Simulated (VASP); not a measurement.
Wanted: the native input for a VASP 6.6.1 run.

```yaml
Task: single point
Functional: PBE
Potentials_or_basis: VASP PAW PBE potentials, release 64 (Al, Ga_d, As)
Cutoff: 520 eV
k_mesh: 1 × 1 × 1
Occupations: fermi-dirac, width 0.05 eV
Spin: no spin polarisation
Dipole_correction: no
Further_INCAR_settings: LREAL = Auto; ALGO = Normal; EDIFF = 1e-06; NBANDS = 306
```

The structure of AlGa7As8 lies in POSCAR:

```
AlGa7As8
1.0
   11.3221490000      0.0000000000      0.0000000000
    0.0000000000     11.3221490000      0.0000000000
    0.0000000000      0.0000000000     11.3221490000
Al Ga As
4 28 32
Direct
    0.0000300000      0.9998090000      0.9990890000
    0.2500490000      0.0000060000      0.7492080000
    0.7492690000      0.4999300000      0.2495040000
    0.0001300000      0.7496480000      0.7495840000
    0.9996970000      0.0006990000      0.4995310000
    0.0001950000      0.5000680000      0.9999780000
    0.0003580000      0.5003860000      0.4995510000
    0.5000520000      0.0004970000      0.0000880000
    0.5002860000      0.0002670000      0.4995360000
    0.4998990000      0.5004700000      0.9996980000
    0.5000150000      0.5003840000      0.5003310000
    0.2502740000      0.2504570000      0.0002470000
    0.2499990000      0.2504600000      0.4997900000
    0.2505880000      0.7498700000      0.0003010000
    0.2507200000      0.7501500000      0.4995500000
    0.7502740000      0.2503240000      0.9997940000
    0.7502330000      0.2501720000      0.5001750000
    0.7499410000      0.7504490000      0.0000420000
    0.7504120000      0.7506280000      0.4999030000
    0.2497590000      0.0003630000      0.2498160000
    0.2500700000      0.5001260000      0.2497010000
    0.2500020000      0.5000780000      0.7497340000
    0.7499790000      0.0002040000      0.2498380000
    0.7496730000      0.0007370000      0.7495750000
    0.7499060000      0.5000780000      0.7502640000
    0.0004600000      0.2500980000      0.2498690000
    0.9998290000      0.2508170000      0.7497530000
    0.0000800000      0.7503630000      0.2503220000
    0.4999810000      0.2500160000      0.2502950000
    0.5000440000      0.2502340000      0.7503470000
    0.4998950000      0.7504250000      0.2498800000
    0.5004130000      0.7501210000      0.7500080000
    0.1247050000      0.1249900000      0.1245240000
    0.1246740000      0.1257020000      0.6246500000
    0.1249880000      0.6252410000      0.1250290000
    0.1255340000      0.6250010000      0.6243200000
    0.6250650000      0.1253360000      0.1249040000
    0.6247060000      0.1253560000      0.6247900000
    0.6246730000      0.6257310000      0.1245600000
    0.6253870000      0.6252810000      0.6249740000
    0.3751960000      0.3752250000      0.1249370000
    0.3751240000      0.3750990000      0.6250480000
    0.3749520000      0.8753840000      0.1250370000
    0.3757900000      0.8750870000      0.6245810000
    0.8753590000      0.3750380000      0.1249800000
    0.8751000000      0.3756980000      0.6247260000
    0.8751160000      0.8752470000      0.1250930000
    0.8750850000      0.8757100000      0.6249620000
    0.3746920000      0.1249310000      0.3747500000
    0.3747510000      0.1250890000      0.8748100000
    0.3751380000      0.6249200000      0.3745610000
    0.3750020000      0.6250080000      0.8746180000
    0.8747950000      0.1253110000      0.3745430000
    0.8748350000      0.1255660000      0.8745100000
    0.8747650000      0.6249480000      0.3745770000
    0.8748630000      0.6250540000      0.8751180000
    0.1250180000      0.3752240000      0.3746390000
    0.1251290000      0.3752340000      0.8748990000
    0.1250370000      0.8753340000      0.3750070000
    0.1256250000      0.8746370000      0.8747000000
    0.6248380000      0.3750010000      0.3755000000
    0.6248900000      0.3751630000      0.8749730000
    0.6250750000      0.8752030000      0.3747270000
    0.6250970000      0.8755140000      0.8748920000
```

The input as run:

INCAR

```
SYSTEM = AlGa7As8
PREC = Accurate
ENCUT = 520
EDIFF = 1E-6
ISMEAR = -1
SIGMA = 0.05
LREAL = Auto
LASPH = .TRUE.
NELM = 100
ALGO = Normal
ISIF = 2
LWAVE = .FALSE.
LCHARG = .FALSE.
GGA = PE
NBANDS = 306
```

KPOINTS

```
regular mesh
0
G
  1 1 1
  0 0 0
```

Potentials or basis: VASP PAW PBE potentials, release 64 (Al, Ga_d, As).

Launch:

```bash
$ cat potpaw_PBE.64/Al/POTCAR potpaw_PBE.64/Ga_d/POTCAR potpaw_PBE.64/As/POTCAR > POTCAR
$ mpirun -np 1 vasp_gam > vasp.out
```

Results of the run:

```yaml
Pressure: 3.4 GPa
Largest_force: 0.119 eV/Å
Band_gap_on_the_k_mesh: 0.65 eV
```

Caveat: the k points lie up to 0.55 Å⁻¹ apart.

Run time: 9.7 min on 1 thread of AMD EPYC 9R14 (Zen 4), on a shared host, peak memory 1.1 GiB.
